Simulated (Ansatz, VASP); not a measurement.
## One calculation of ZnS, two programs

```xyz
8
Lattice="-3.8087 0.0000 0.0000 -1.9044 -3.2985 0.0000 -4.2848 -2.4738 12.4665" Properties=species:S:1:pos:R:3 pbc="T T T"
Zn   -5.7131   -3.2985    8.1813
Zn    0.0000    0.0000    1.9481
Zn   -1.9044   -1.0995   11.2974
Zn   -3.8087   -2.1990    5.0641
S    -1.9044   -3.2985   10.5140
S     0.0000    0.0000    4.2808
S    -1.9044   -1.0995    1.1685
S    -3.8087   -2.1990    7.4017
```

Alike in both runs: task single point; functional r2SCAN; k mesh 7 × 7 × 2; occupations gaussian, width 0.05 eV; no spin polarisation.

|  | VASP | Ansatz |
| --- | --- | --- |
| version | VASP 6.6.1 | Ansatz 0.2.0 |
| potentials or method | VASP PAW PBE potentials, release 64 (Zn, S), cutoff 520 eV | scalar-relativistic, plane waves, PAW |
| valence electrons in the cell | 72 | 72 |

```csv
,VASP,Ansatz,Ansatz less VASP
gap on the k mesh at the Fermi level (eV),1.87,1.86,-0.005
least direct gap on the mesh (eV),1.87,1.86,-0.005
pressure (GPa),-0.3,-0.3,-0.04
"traceless stress, the component that is largest in VASP (GPa)",2.12,2.10,-0.024
rms of the force components (eV/Å),0.211,0.211,+0.0003
```

VASP's potentials were made for PBE, not for r2SCAN. Atom by atom the forces differ by 0.009 eV/Å (rms over components).
